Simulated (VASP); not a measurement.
BN, 4 atoms in the cell. The structure is hexagonal, space group P6_3mc (No. 186). The conventional cell has a = 2.544 Å, b = 2.544 Å, c = 4.208 Å, α = 90.00°, β = 90.00°, γ = 120.00°. Within 2.1 Å of B (site symmetry 3m) lie 4 N at 1.56 to 1.58 Å. N (site symmetry 3m) has 4 B at 1.56 to 1.58 Å within 2.1 Å. 

- Program: VASP 6.6.1
- Task: G0W0 quasiparticle levels
- Functional: PBE
- Potentials or basis: VASP PAW PBE potentials, release 64 (B_GW, N_GW)
- Cutoff: 500 eV
- k mesh: 9 × 9 × 6
- Occupations: gaussian, width 0.01 eV
- Spin: no spin polarisation
- Dipole correction: no
- GW scheme: G0W0
- GW iterations: 1
- Cutoff of the response function: 80
- Frequency points: 96
- Empty bands: 38
- Further INCAR settings: ALGO = EVGW0; EDIFF = 1e-08; NBANDS = 46

Potentials or basis: VASP PAW PBE potentials, release 64 (B_GW, N_GW).

The run is started by

```sh
$ cat potpaw_PBE.64/B_GW/POTCAR potpaw_PBE.64/N_GW/POTCAR > POTCAR
$ cp INCAR.step1 INCAR
$ mpirun -np 1 vasp_std > vasp.out
$ cp INCAR.step2 INCAR
$ mpirun -np 1 vasp_std > vasp.out
$ cp INCAR.step3 INCAR
$ mpirun -np 1 vasp_std > vasp.out
```

Hardware: 1 thread of Intel(R) Xeon(R) 6975P-C (Granite Rapids) (shared host).

**Question.** Estimate the wall time of this run.

**Answer.** It took 8.4 min on 1 thread of Intel(R) Xeon(R) 6975P-C (Granite Rapids), on a shared host, peak memory 0.66 GiB. Counts: k points 48.
